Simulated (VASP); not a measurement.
# Sc4Ta (P6/mmm) in VASP: further runs

Runs on Sc4Ta. Level: PBE. Tasks: single point, relaxation of cell and atoms.

Everything below comes from runs of VASP 6.6.1. Logs are shortened: lines on timing, memory, paths and dates and some standing lists are left out, and cuts for length are marked.

## Step 1: The cell of the first run

It takes space group P6/mmm (No. 191, hexagonal). Conventional cell: a = 6.103 Å, b = 6.103 Å, c = 4.706 Å, α = 90.00°, β = 90.00°, γ = 120.00°. Sc (site symmetry mmm) has 6 Sc at 3.05 Å and 4 Ta at 3.85 Å within 4.0 Å. Sc (site symmetry 6/mmm) has 2 Ta at 2.35 Å and 6 Sc at 3.05 Å within 3.1 Å. Within 3.1 Å of Ta (site symmetry 6/mmm) lie 2 Sc at 2.35 Å.

The cell was generated, and may not be a known phase.

## Step 2: Single point, PBE

INCAR

```
ALGO     = Fast           # electronic algorithm
EDIFF    = 1E-7           # SCF threshold, eV
ENCUT    = 520            # plane-wave cutoff, eV
GGA      = PE             # functional
ISIF     = 2              # what is computed and relaxed
ISMEAR   = 0              # smearing method
LASPH    = T              # aspherical terms in the spheres
LCHARG   = T              # write CHGCAR
LELF     = T              # ELF
LREAL    = F              # projectors in reciprocal space
LVHAR    = T            
LWAVE    = F              # write WAVECAR
NBANDS   = 36             # bands
NELM     = 60             # most SCF steps
PREC     = Accurate       # precision mode
SIGMA    = 0.1            # smearing width, eV
```

KPOINTS

```
k-points
0
Gamma
  6 6 8
```

POSCAR

```
Sc4Ta
1.0
    6.1030246691      0.0000000000      0.0000000000
   -3.0515123345      5.2853744033      0.0000000000
    0.0000000000      0.0000000000      4.7057435676
Sc Ta
4 1
Direct
    0.5000000000      0.0000000000      0.0000000000
    0.0000000000      0.5000000000      0.0000000000
    0.5000000000      0.5000000000      0.0000000000
    0.0000000000      0.0000000000      0.0000000000
    0.0000000000      0.0000000000      0.5000000000
```

Potentials or basis: VASP PAW PBE potentials, release 64 (Sc_sv, Ta_pv).

Started as:

```console
cat potpaw_PBE.64/Sc_sv/POTCAR potpaw_PBE.64/Ta_pv/POTCAR > POTCAR
mpirun -np 1 vasp_std > vasp.out
```

OUTCAR:

```text
EDIFF = 1E-7
   ENCUT = 520
   GGA = PE
   ISIF = 2
   ISMEAR = 0
   LASPH = T
   LREAL = F
   NELM = 60
   PREC = Accurate

 ion  position               nearest neighbor table
   1  0.500  0.000  0.000-   3 3.05   3 3.05   2 3.05   2 3.05   4 3.05   4 3.05
   2  0.000  0.500  0.000-   4 3.05   4 3.05   1 3.05   1 3.05   3 3.05   3 3.05
   3  0.500  0.500  0.000-   1 3.05   1 3.05   4 3.05   4 3.05   2 3.05   2 3.05
   4  0.000  0.000  0.000-   5 2.35   5 2.35   2 3.05   2 3.05   3 3.05   3 3.05   1 3.05   1 3.05

   5  0.000  0.000  0.500-   4 2.35   4 2.35

  LATTYP: Found a hexagonal cell.
 ALAT       =     6.1030246691
 C/A-ratio  =     0.7710510481

  Lattice vectors:

 A1 = (   6.1030246691,   0.0000000000,   0.0000000000)
 A2 = (  -3.0515123345,   5.2853744033,   0.0000000000)
 A3 = (   0.0000000000,   0.0000000000,   4.7057435676)

Analysis of symmetry for initial positions (statically):
=====================================================================
 Subroutine PRICEL returns:
 Original cell was already a primitive cell.

 Routine SETGRP: Setting up the symmetry group for a
 hexagonal supercell.

 Subroutine GETGRP returns: Found 24 space group operations
 (whereof 24 operations were pure point group operations)
 out of a pool of 24 trial point group operations.

The static configuration has the point symmetry D_6h.

Analysis of symmetry for dynamics (positions and initial velocities):
=====================================================================
 Subroutine PRICEL returns:
 Original cell was already a primitive cell.

 Routine SETGRP: Setting up the symmetry group for a
 hexagonal supercell.

 Subroutine GETGRP returns: Found 24 space group operations
 (whereof 24 operations were pure point group operations)
 out of a pool of 24 trial point group operations.

The dynamic configuration has the point symmetry D_6h.

 Subroutine INISYM returns: Found 24 space group operations
 (whereof 24 operations are pure point group operations),
 and found     1 'primitive' translations

----------------------------------------------------------------------------------------

                                     Primitive cell

  volume of cell :     151.7921

  direct lattice vectors                    reciprocal lattice vectors
     6.103024669  0.000000000  0.000000000     0.163853180  0.094600678  0.000000000
    -3.051512334  5.285374403  0.000000000     0.000000000  0.189201355  0.000000000
     0.000000000  0.000000000  4.705743568     0.000000000  0.000000000  0.212506267

  length of vectors
     6.103024669  6.103024669  4.705743568     0.189201355  0.189201355  0.212506267

  position of ions in fractional coordinates (direct lattice)
     0.500000000  0.000000000  0.000000000
     0.000000000  0.500000000  0.000000000
     0.500000000  0.500000000  0.000000000
     0.000000000  0.000000000  0.000000000
     0.000000000  0.000000000  0.500000000

  ion indices of the primitive-cell ions
   primitive index   ion index
                 1           1
                 2           2
                 3           3
                 4           4
                 5           5

----------------------------------------------------------------------------------------

 KPOINTS: k-points

Automatic generation of k-mesh.
 Grid dimensions read from file:
 generate k-points for:    6    6    8

 Generating k-lattice:

  Cartesian coordinates                     Fractional coordinates (reciprocal lattice)
     0.027308863  0.015766780  0.000000000     0.166666667  0.000000000  0.000000000
     0.000000000  0.031533559  0.000000000     0.000000000  0.166666667  0.000000000
     0.000000000  0.000000000  0.026563283     0.000000000  0.000000000  0.125000000

  Length of vectors
     0.031533559  0.031533559  0.026563283

  Shift w.r.t. Gamma in fractional coordinates (k-lattice)
     0.000000000  0.000000000  0.000000000

 Subroutine IBZKPT returns following result:
 ===========================================

 Found     35 irreducible k-points:

 Following reciprocal coordinates:
            Coordinates               Weight
  0.000000  0.000000  0.000000      1.000000
  0.166667  0.000000  0.000000      6.000000
  0.333333  0.000000  0.000000      6.000000
  0.500000  0.000000  0.000000      3.000000
  0.166667  0.166667  0.000000      6.000000
  0.333333  0.166667  0.000000     12.000000
[... 16 lines left out ...]
  0.166667  0.000000  0.375000     12.000000
  0.333333  0.000000  0.375000     12.000000
 [... further k-points ...]
   k-points           NKPTS =     35   k-points in BZ     NKDIM =     35   number of bands    NBANDS=     36
   number of dos      NEDOS =    301   number of ions     NIONS =      5
   total plane-waves  NPLWV =  82944
   dimension x,y,z NGX =    48 NGY =   48 NGZ =   36
   dimension x,y,z NGXF=    96 NGYF=   96 NGZF=   72
   ions per type =               4   1
   NGX,Y,Z   is equivalent  to a cutoff of  13.08, 13.08, 12.72 a.u.
   NGXF,Y,Z  is equivalent  to a cutoff of  26.15, 26.15, 25.44 a.u.
 SYSTEM =  unknown system
   PREC   = accura    normal or accurate (medium, high low for compatibility)
   ISTART =      0    job   : 0-new  1-cont  2-samecut
   ICHARG =      2    charge: 1-file 2-atom 10-const
   ISPIN  =      1    spin polarized calculation?
   LNONCOLLINEAR =      F non collinear calculations
   LSORBIT =      F    spin-orbit coupling
   LASPH  =      T    aspherical Exc in radial PAW
   ENCUT  =  520.0 eV  38.22 Ry    6.18 a.u.  11.35 11.35  8.75*2*pi/ulx,y,z
   NELM   =     60;   NELMIN=  2; NELMDL= -5     # of ELM steps
   EDIFF  = 0.1E-06   stopping-criterion for ELM
   LREAL  =      F    real-space projection
   EDIFFG = 0.1E-05   stopping-criterion for IOM
   NSW    =      0    number of steps for IOM
   IBRION =     -1    ionic relax: 0-MD 1-quasi-New 2-CG
   NFREE  =      0    steps in history (QN), initial steepest desc. (CG)
   ISIF   =      2    stress and relaxation
   ISYM   =      2    0-nonsym 1-usesym 2-fastsym
   POTIM  = 0.5000    time-step for ionic-motion
   TEBEG  =    0.0;   TEEND  =   0.0 temperature during run
   PSTRESS=    0.0 pullay stress
   NELECT =      55.0000    total number of electrons
   NUPDOWN=      -1.0000    fix difference up-down
   EMIN   =  10.00;   EMAX   =-10.00  energy-range for DOS
   EFERMI =   0.00;   METHOD = LEGACY
   ISMEAR =     0;   SIGMA  =   0.10  broadening in eV -4-tet -1-fermi 0-gaus
   EFERMI_NEDOS =   21; number of points for ismear=-14 and -15
   IALGO  =     68    algorithm
   IMIX   =      4    mixing-type and parameters
     AMIX     =   0.40;   BMIX     =  1.00
     AMIX_MAG =   1.60;   BMIX_MAG =  1.00
  volume/ion in A,a.u.               =      30.36       204.87
  Fermi-wavevector in a.u.,A,eV,Ry     =   1.167112  2.205523 18.533194  1.362151
  Thomas-Fermi vector in A             =   2.303617
   LORBIT       =      0    0 simple, 1 ext, 2 COOP (PROOUT), +10 PAW based schemes
   GGA     = PE    functional components
   LHFCALC =     F    Hartree Fock is set to
   AEXX    =    0.0000 exact exchange contribution
   IVDW    =     0    specifies the selected vdW correction
   LEPSILON=     F    determine dielectric tensor
   LRPA    =     F    only Hartree local field effects (RPA)
 non-spin polarized calculation
 RMM-DIIS sequential band-by-band and
 Gauss-broadening in eV      SIGMA  =   0.10
  energy-cutoff  :      520.00
  volume of cell :      151.79
 maximum number of plane-waves:      4121
 NGX is ok and might be reduce to    48
   NGX = 23   NGY = 23   NGZ = 17

 number of electron      54.9999981 magnetization

 Free energy of the ion-electron system (eV)
  ---------------------------------------------------
  ext. energy  EPLUGINS =         0.00000000
  ---------------------------------------------------
  free energy    TOTEN  =       -30.01761594 eV

  energy without entropy =      -29.96071888  energy(sigma->0) =      -29.98916741

 E-fermi :   2.1926     XC(G=0):  -8.9830

 val. band max:        2.1857528738   @ k =   0.3333   0.0000   0.1250
 cond. band min:       2.1978778211   @ k =   0.3333   0.0000   0.0000
 fundamental gap:      0.0121249473
 Fermi energy:         2.1925645034

 k-point     1 :       0.0000    0.0000    0.0000
  band No.  band energies     occupation
      1     -47.6174      2.00000
      2     -47.5509      2.00000
      3     -47.5509      2.00000
      4     -45.5169      2.00000
      5     -32.5186      2.00000
      6     -32.4144      2.00000
[... 28 lines left out ...]
     35       4.0592      0.00000
     36       4.7354      0.00000

 k-point     2 :       0.1667    0.0000    0.0000
  band No.  band energies     occupation
      1     -47.6134      2.00000
      2     -47.5548      2.00000
      3     -47.5509      2.00000
      4     -45.5170      2.00000
      5     -32.5186      2.00000
      6     -32.4144      2.00000
[... 28 lines left out ...]
     35       3.9550      0.00000
     36       4.1386      0.00000

 k-point     3 :       0.3333    0.0000    0.0000
  band No.  band energies     occupation
      1     -47.6032      2.00000
      2     -47.5650      2.00000
      3     -47.5509      2.00000
      4     -45.5173      2.00000
      5     -32.5186      2.00000
      6     -32.4144      2.00000
[... 28 lines left out ...]
     35       3.6050      0.00000
     36       4.0362      0.00000
[... 742 lines left out ...]
 k-point    23 :       0.1667    0.0000    0.3750
  band No.  band energies     occupation
      1     -47.6133      2.00000
      2     -47.5547      2.00000
      3     -47.5508      2.00000
      4     -45.5390      2.00000
      5     -32.4117      2.00000
      6     -32.4117      2.00000
[... 28 lines left out ...]
     35       4.0180      0.00000
     36       4.2745      0.00000

 k-point    24 :       0.3333    0.0000    0.3750
  band No.  band energies     occupation
      1     -47.6031      2.00000
      2     -47.5649      2.00000
      3     -47.5508      2.00000
      4     -45.5393      2.00000
      5     -32.4117      2.00000
      6     -32.4117      2.00000
[... 28 lines left out ...]
     35       3.8967      0.00000
     36       4.3077      0.00000

 [... further k-points ...]

------------------------ aborting loop because EDIFF is reached ----------------------------------------

  FORCE on cell =-STRESS in cart. coord.  units (eV):
  Direction    XX          YY          ZZ          XY          YZ          ZX
  --------------------------------------------------------------------------------------
  -------------------------------------------------------------------------------------
  Total        0.0238373      0.0238373      0.2672541      0.0000000      0.0000000      0.0000000
  in kB        0.2516049      0.2516049      2.8208878      0.0000000      0.0000000      0.0000000
  external PRESSURE =       1.1080325 kB  Pullay stress =       0.0000000 kB

 VOLUME and BASIS-vectors are now :
 -----------------------------------------------------------------------------
  energy-cutoff  :      520.00
  volume of cell :      151.79
      direct lattice vectors                 reciprocal lattice vectors
     6.103024669  0.000000000  0.000000000     0.163853180  0.094600678  0.000000000
    -3.051512334  5.285374403  0.000000000     0.000000000  0.189201355  0.000000000
     0.000000000  0.000000000  4.705743568     0.000000000  0.000000000  0.212506267

 POSITION                                       TOTAL-FORCE (eV/Angst)
 -----------------------------------------------------------------------------------
      3.05151      0.00000      0.00000         0.000000      0.000000      0.000000
     -1.52576      2.64269      0.00000         0.000000      0.000000      0.000000
      1.52576      2.64269      0.00000        -0.000000      0.000000      0.000000
      0.00000      0.00000      0.00000         0.000000      0.000000      0.000000
      0.00000      0.00000      2.35287         0.000000      0.000000      0.000000
 -----------------------------------------------------------------------------------
    total drift:                               -0.000000      0.000000      0.000000

  FREE ENERGIE OF THE ION-ELECTRON SYSTEM (eV)
  ---------------------------------------------------
  free  energy   TOTEN  =       -30.0176159392 eV

  energy  without entropy=      -29.9607188813  energy(sigma->0) =      -29.98916741
```

Run time: 3.2 min. Hardware: 1 thread of Intel Xeon 6975P-C (Granite Rapids), shared host; peak memory 0.38 GiB.

What came out:

- Free energy: -30.0176 eV
- Pressure: 0.1 GPa
- Band gap on the k mesh: zero (an odd number of electrons rules out a gap without spin polarisation)

Levels at points of the mesh, in eV from the Fermi level:
| k point | band 25 | band 26 | band 27 | band 28 | band 29 | band 30 |
| --- | --- | --- | --- | --- | --- | --- |
| (0.00, 0.00, 0.00) | -1.44 | -1.03 | -0.36 | 0.25 | 0.71 | 0.71 |
| (0.50, 0.00, 0.00) | -0.66 | -0.53 | -0.32 | -0.02 | 0.24 | 0.55 |
| (0.00, 0.00, 0.50) | -0.52 | -0.52 | -0.31 | -0.29 | -0.29 | 0.49 |
| (0.50, 0.00, 0.50) | -0.59 | -0.30 | -0.23 | 0.30 | 0.34 | 0.45 |

Caveat: spin-orbit coupling is left out, which moves the levels of the heavy elements.

## Step 3: Relaxation of cell and atoms, PBE

This run uses another cell than the first one, of 22.20 Å³/atom.

INCAR

```
SYSTEM = Sc4Ta
ALGO = Normal
EDIFF = 1E-6
EDIFFG = -0.04
ENCUT = 600
GGA = PE
IBRION = 2
ISIF = 3
ISMEAR = 0
LASPH = .TRUE.
LCHARG = .FALSE.
LREAL = .FALSE.
LWAVE = .FALSE.
NELM = 100
NSW = 90
PREC = Accurate
SIGMA = 0.1
```

KPOINTS

```
k-points
0
G
  6 6 4
  0 0 0
```

POSCAR, as its differences from that of step 2:

```diff
@@ -2,5 +2,5 @@
 1.0
-    6.1030246691      0.0000000000      0.0000000000
-   -3.0515123345      5.2853744033      0.0000000000
-    0.0000000000      0.0000000000      4.7057435676
+    4.7451643800      0.0000000000      0.0000000000
+   -2.3725821900      4.1094329000      0.0000000000
+    0.0000000000      0.0000000000      5.6933229500
 Sc Ta
```

Potentials or basis: VASP PAW PBE potentials, release 64 (Sc_sv, Ta_pv).

Started as:

```console
cat potpaw_PBE.64/Sc_sv/POTCAR potpaw_PBE.64/Ta_pv/POTCAR > POTCAR
mpirun -np 1 vasp_std > vasp.out
```

It took 5.6 min on 1 thread of Intel Xeon 6975P-C (Granite Rapids), shared host; peak memory 0.32 GiB.

Results (log left out):

```yaml
Free_energy: -29.9406 eV
Relaxed_volume: 30.66 Å³/atom
Relaxed_cell: a = 6.087 Å, b = 6.087 Å, c = 4.777 Å, α = 90.00°, β = 90.00°, γ = 120.00°
Space_group_after_relaxing_to_0.1_Å: P6/mmm (No. 191)
Energy_gained_by_relaxing: 1600.6 meV/atom
Ionic_steps: 8
Pressure_after_relaxing: 0.0 GPa
Band_gap_on_the_k_mesh: zero (an odd number of electrons rules out a gap without spin polarisation)
```

Stress tensor (GPa, compression positive):
```
 0.01  0.00  0.00
 0.00  0.01  0.00
 0.00  0.00 -0.12
```

Step by step:
| step | energy change (eV) | largest force (eV/Å) | pressure (GPa) | volume (Å³) |
| --- | --- | --- | --- | --- |
| 1 | 0.0000 | 0.0000 | 20.59 | 111.02 |
| 2 | -7.7122 | 0.0000 | -0.91 | 157.61 |
| 3 | -7.8418 | 0.0000 | -3.02 | 167.50 |
| 4 | -7.8479 | 0.0000 | -2.49 | 164.64 |
| 5 | -7.9969 | 0.0000 | -0.09 | 153.78 |
| 6 | -7.9993 | 0.0000 | -0.39 | 154.86 |
| 7 | -7.9992 | 0.0000 | -0.44 | 155.05 |
| 8 | -8.0031 | 0.0000 | -0.03 | 153.30 |

Final structure:
```yaml
crystal:
  lattice:
    - [6.08745, 0.00000, 0.00000]
    - [-3.04372, 5.27188, 0.00000]
    - [0.00000, 0.00000, 4.77692]
  atoms:
    - { symbol: Sc, position: [0.50000, 0.00000, 0.00000] }
    - { symbol: Sc, position: [0.00000, 0.50000, 0.00000] }
    - { symbol: Sc, position: [0.50000, 0.50000, 0.00000] }
    - { symbol: Sc, position: [0.00000, 0.00000, 0.00000] }
    - { symbol: Ta, position: [0.00000, 0.00000, 0.50000] }
```

Levels at points of the mesh, in eV from the Fermi level:
| k point | band 25 | band 26 | band 27 | band 28 | band 29 | band 30 |
| --- | --- | --- | --- | --- | --- | --- |
| (0.00, 0.00, 0.00) | -1.40 | -0.95 | -0.38 | 0.23 | 0.71 | 0.71 |
| (0.50, 0.00, 0.00) | -0.56 | -0.49 | -0.27 | 0.00 | 0.26 | 0.57 |
| (0.00, 0.00, 0.50) | -0.48 | -0.48 | -0.27 | -0.25 | -0.25 | 0.49 |
| (0.50, 0.00, 0.50) | -0.56 | -0.28 | -0.19 | 0.31 | 0.37 | 0.46 |

Caveat: the volume moved by over 15 % at a fixed basis, so the end points are rough; spin-orbit coupling is left out, which moves the levels of the heavy elements.

## Step 4: Relaxation of cell and atoms, PBE

This run uses another cell than the first one, of 30.61 Å³/atom.

INCAR

```
SYSTEM = Sc4Ta
  PREC = Accurate
  ENCUT = 600
  EDIFF = 1E-6
  ISMEAR = 0
  SIGMA = 0.1
  LREAL = .False.
  LASPH = .True.
  NELM = 60
  ALGO = Fast
  ISIF = 3
  LWAVE = .False.
  LCHARG = .False.
  GGA = PE
  IBRION = 2
  NSW = 100
  EDIFFG = -0.01
```

KPOINTS

```
regular mesh
0
Gamma
  6 6 8
  0 0 0
```

POSCAR, as its differences from that of step 3:

```diff
@@ -2,5 +2,5 @@
 1.0
-    4.7451643800      0.0000000000      0.0000000000
-   -2.3725821900      4.1094329000      0.0000000000
-    0.0000000000      0.0000000000      5.6933229500
+    6.0904378601      0.0000000000      0.0000000000
+   -3.0452189300      5.2744739070      0.0000000000
+    0.0000000000      0.0000000000      4.7641820025
 Sc Ta
```

Started as:

```console
cat potpaw_PBE.64/Sc_sv/POTCAR potpaw_PBE.64/Ta_pv/POTCAR > POTCAR
mpirun -np 1 vasp_std > vasp.out
```

It took 8.3 min on 1 thread of Intel Xeon 6975P-C (Granite Rapids), shared host; peak memory 0.45 GiB.

The run converged. Its results:

| Property | Result |
| --- | --- |
| Free energy | -30.0188 eV |
| Relaxed volume | 30.45 Å³/atom |
| Relaxed cell | a = 6.104 Å, b = 6.104 Å, c = 4.717 Å, α = 90.00°, β = 90.00°, γ = 120.00° |
| Space group after relaxing (to 0.1 Å) | P6/mmm (No. 191) |
| Energy gained by relaxing | 1.3 meV/atom |
| Ionic steps | 3 |
| Pressure after relaxing | 0.0 GPa |
| Band gap on the k mesh | zero (an odd number of electrons rules out a gap without spin polarisation) |

Step by step:
```
step  energy change (eV)  largest force (eV/Å)  pressure (GPa)  volume (Å³)
   1              0.0000                0.0000           -0.22       153.04
   2             -0.0063                0.0000            0.06       152.12
   3             -0.0064                0.0000            0.02       152.23
```

Final structure:
```xyz
5
Lattice="6.1043 0.0000 0.0000 -3.0521 5.2864 0.0000 0.0000 0.0000 4.7174" Properties=species:S:1:pos:R:3 pbc="T T T"
Sc    0.0000    5.2864    0.0000
Sc   -1.5261    2.6432    0.0000
Sc    1.5261    2.6432    4.7174
Sc   -3.0521    5.2864    0.0000
Ta   -3.0521    5.2864    2.3587
```

Levels at points of the mesh, in eV from the Fermi level:
```
           k point  band 25  band 26  band 27  band 28  band 29  band 30
(0.00, 0.00, 0.00)    -1.44    -1.03    -0.37     0.24     0.71     0.71
(0.50, 0.00, 0.00)    -0.66    -0.53    -0.32    -0.02     0.24     0.55
(0.00, 0.00, 0.50)    -0.51    -0.51    -0.31    -0.29    -0.29     0.49
(0.50, 0.00, 0.50)    -0.59    -0.30    -0.23     0.30     0.34     0.45
```

Caveat: spin-orbit coupling is left out, which moves the levels of the heavy elements.

## Step 5: Overview

```csv
task,cell,k mesh,cutoff (eV),gap on the mesh (eV),pressure (GPa),relaxed volume (Å³/atom)
single point,"a = 6.103, b = 6.103, c = 4.706 Å, angles 90.0, 90.0, 120.0°, 5 atoms",6 × 6 × 8,520,none,0.1,-
relaxation of cell and atoms,"relaxed from a = 4.745, b = 4.745, c = 5.693 Å, angles 90.0, 90.0, 120.0°, 5 atoms",6 × 6 × 4,600,none,0.0,30.66
relaxation of cell and atoms,"relaxed from a = 6.090, b = 6.090, c = 4.764 Å, angles 90.0, 90.0, 120.0°, 5 atoms",6 × 6 × 8,600,none,0.0,30.45
```

Alike in all rows: level PBE; potentials or basis VASP PAW PBE potentials, release 64 (Sc_sv, Ta_pv); no spin polarisation; smearing gaussian 0.1 eV.

Caveats: spin-orbit coupling is left out, which moves the levels of the heavy elements; the volume moved by over 15 % at a fixed basis, so the end points are rough (at least some runs).

Absolute energies hang on the potentials; compare differences alone.
